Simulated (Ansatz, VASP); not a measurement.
# HfN: VASP beside Ansatz

Contents of INCAR:

```
SYSTEM = HfN
PREC = Accurate
ENCUT = 520
EDIFF = 1E-6
ISMEAR = 0
SIGMA = 0.15
LREAL = .False.
LASPH = .True.
NELM = 100
ALGO = Normal
ISIF = 2
LWAVE = .False.
LCHARG = .False.
GGA = PS
NBANDS = 14
```

KPOINTS

```
regular mesh
0
Gamma
  18 18 18
  0 0 0
```

Contents of POSCAR:

```
HfN
1.0
    0.0000000000      2.3493600000      2.1686400000
    2.3493600000      0.0000000000      2.1686400000
    2.3493600000      2.3493600000      0.0000000000
Hf N
1 1
Direct
    0.0000000000      0.0000000000      0.0000000000
    0.5000000000      0.5000000000      0.5000000000
```

Input for Ansatz:

```yaml
crystal:
  lattice:
    - [0.0, 2.34936, 2.16864]
    - [2.34936, 0.0, 2.16864]
    - [2.34936, 2.34936, 0.0]
  atoms:
    - { symbol: Hf, position: [0.0, 0.0, 0.0] }
    - { symbol: "N", position: [0.5, 0.5, 0.5] }
basis:
  ecutwfc: 420
kpoints:
  mp_grid: { grid: [18, 18, 18] }
hamiltonian:
  xc: pbesol
scf:
  occupations: { method: gaussian, width: 0.15 }
output:
  forces: true
  stress: true
  eigenvalues: true
```

Change from the starting cell: strain +0.040 along x and y, -0.040 along z, atoms carried along.

Alike in both runs: task single point; functional PBEsol; k mesh 18 × 18 × 18; occupations gaussian, width 0.15 eV; no spin polarisation.

```csv
,VASP,Ansatz
version,VASP 6.6.1,Ansatz 0.2.0
potentials or method,"VASP PAW PBE potentials, release 64 (Hf_pv, N), cutoff 520 eV","scalar-relativistic, plane waves, PAW"
valence electrons in the cell,15,31
```

Ansatz gave:

| Property | Result |
| --- | --- |
| gap on the k mesh at the Fermi level (eV) | none |
| pressure (GPa) | -8.6 |
| traceless stress, the component that is largest in VASP (GPa) | 25.54 |

Task: Estimate VASP's values.

Result: gap on the k mesh at the Fermi level (eV): none; pressure (GPa): -10.6; traceless stress, the component that is largest in VASP (GPa): 25.38.

VASP's potentials were made for PBE, not for PBEsol. A gap of «none» marks a metal or a gap that the smearing closes. VASP's potentials hold 15 valence electrons a cell and Ansatz's 31, so a difference there can come from the potentials and not from the codes.

Spin-orbit coupling is off throughout.
